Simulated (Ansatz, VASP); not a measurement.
Al6H in VASP and in Ansatz

File INCAR:

```
SYSTEM = Al6H
  ALGO = Normal
  DIPOL = 0.5 0.5 0.316
  EDIFF = 1E-7
  ENCUT = 520
  GGA = PE
  IDIPOL = 3
  ISIF = 2
  ISMEAR = 0
  LASPH = .TRUE.
  LCHARG = .FALSE.
  LDIPOL = .TRUE.
  LREAL = .FALSE.
  LWAVE = .FALSE.
  NBANDS = 32
  NELM = 80
  PREC = Accurate
  SIGMA = 0.1
```

File KPOINTS:

```
k-points
0
G
  6 6 1
  0 0 0
```

POSCAR

```
Al6H
1.0
    5.7143028096      0.0000000000      0.0000000000
   -2.8571514048      4.9487313980      0.0000000000
    0.0000000000      0.0000000000     22.6016424997
Al H
12 2
Direct
    0.3333333333      0.1666666667      0.1769782882
    0.3333333333      0.6666666667      0.1769782882
    0.8333333333      0.1666666667      0.1769782882
    0.8333333333      0.6666666667      0.1769782882
    0.1666666667      0.3333333333      0.2787817902
    0.1666666667      0.8333333333      0.2787817902
    0.6666666667      0.3333333333      0.2787817902
    0.6666666667      0.8333333333      0.2787817902
    0.0000000000      0.0000000000      0.3805759913
    0.0000000000      0.5000000000      0.3805759913
    0.5000000000      0.0000000000      0.3805759913
    0.5000000000      0.5000000000      0.3805759913
    0.2764585035      0.1666666667      0.5398564507
    0.3902081632      0.1666666667      0.5398564507
```

Input for Ansatz:

```yaml
crystal:
  lattice:
    - [5.7143028096, 0.0, 0.0]
    - [-2.8571514048, 4.948731398, 0.0]
    - [0.0, 0.0, 22.6016424997]
  atoms:
    - { symbol: Al, position: [0.3333333333, 0.1666666667, 0.1769782882] }
    - { symbol: Al, position: [0.3333333333, 0.6666666667, 0.1769782882] }
    - { symbol: Al, position: [0.8333333333, 0.1666666667, 0.1769782882] }
    - { symbol: Al, position: [0.8333333333, 0.6666666667, 0.1769782882] }
    - { symbol: Al, position: [0.1666666667, 0.3333333333, 0.2787817902] }
    - { symbol: Al, position: [0.1666666667, 0.8333333333, 0.2787817902] }
    - { symbol: Al, position: [0.6666666667, 0.3333333333, 0.2787817902] }
    - { symbol: Al, position: [0.6666666667, 0.8333333333, 0.2787817902] }
    - { symbol: Al, position: [0.0, 0.0, 0.3805759913] }
    - { symbol: Al, position: [0.0, 0.5, 0.3805759913] }
    - { symbol: Al, position: [0.5, 0.0, 0.3805759913] }
    - { symbol: Al, position: [0.5, 0.5, 0.3805759913] }
    - { symbol: H, position: [0.2764585035, 0.1666666667, 0.5398564507] }
    - { symbol: H, position: [0.3902081632, 0.1666666667, 0.5398564507] }
basis:
  ecutwfc: 420
kpoints:
  mp_grid: { grid: [6, 6, 1] }
hamiltonian:
  xc: pbe
scf:
  occupations: { method: gaussian, width: 0.1 }
output:
  forces: true
  eigenvalues: true
efield:
  axis: 3
  dipole_correction: true
  ramp_width: 0.04
```

Alike in both runs: task single point; functional PBE; k mesh 6 × 6 × 1; occupations gaussian, width 0.1 eV; no spin polarisation.

```csv
,VASP,Ansatz
version,VASP 6.6.1,Ansatz 0.2.0
potentials or method,"VASP PAW PBE potentials, release 64 (Al, H), cutoff 520 eV","scalar-relativistic, plane waves, PAW"
valence electrons in the cell,38,38
```

Ansatz gave:

- gap on the k mesh at the Fermi level (eV): none
- rms of the force components (eV/Å): 1.060

**Question.** Which values does VASP return?

**Answer.** gap on the k mesh at the Fermi level (eV): none; rms of the force components (eV/Å): 1.068.

Atom by atom the forces differ by 0.007 eV/Å (rms over components). A gap of «none» marks a metal or a gap that the smearing closes. The functional is the same, so the differences come from potentials, cutoffs and numerics.
